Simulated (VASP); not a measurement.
A run of VASP 6.6.1:

The input INCAR:

```
PREC = Accurate
ENCUT = 520
EDIFF = 1E-6
ISMEAR = 0
SIGMA = 0.1
LREAL = F
LASPH = T
NELM = 100
ALGO = Normal
ISIF = 2
LWAVE = F
LCHARG = F
GGA = PE
NBANDS = 22
```

Contents of KPOINTS:

```
Automatic mesh
0
Gamma
  6 6 4
```

The input POSCAR:

```
HfC
1.0
    3.8455106583      0.0000000000      0.0000000000
   -1.9227553292      3.3303099206      0.0000000000
    0.0000000000      0.0000000000      4.6591157974
Hf C
2 2
Direct
    0.6666666667      0.3333333333      0.4460083321
    0.3333333333      0.6666666667      0.9460083321
    0.6666666667      0.3333333333      0.9298516779
    0.3333333333      0.6666666667      0.4298516779
```

Potentials or basis: VASP PAW PBE potentials, release 64 (Hf_pv, C).

Launch:

```sh
$ cat potpaw_PBE.64/Hf_pv/POTCAR potpaw_PBE.64/C/POTCAR > POTCAR
$ mpirun -np 1 vasp_std > vasp.out
```

Hardware: 1 thread of AMD EPYC 7R43 64-Core Processor (Zen 3) (shared host).

Task: Estimate the wall time of this run.

Result: Wall time 42 s on 1 thread of AMD EPYC 7R43 64-Core Processor (Zen 3), on a shared host, peak memory 0.16 GiB. Counts: scf iterations 14, k points 21.
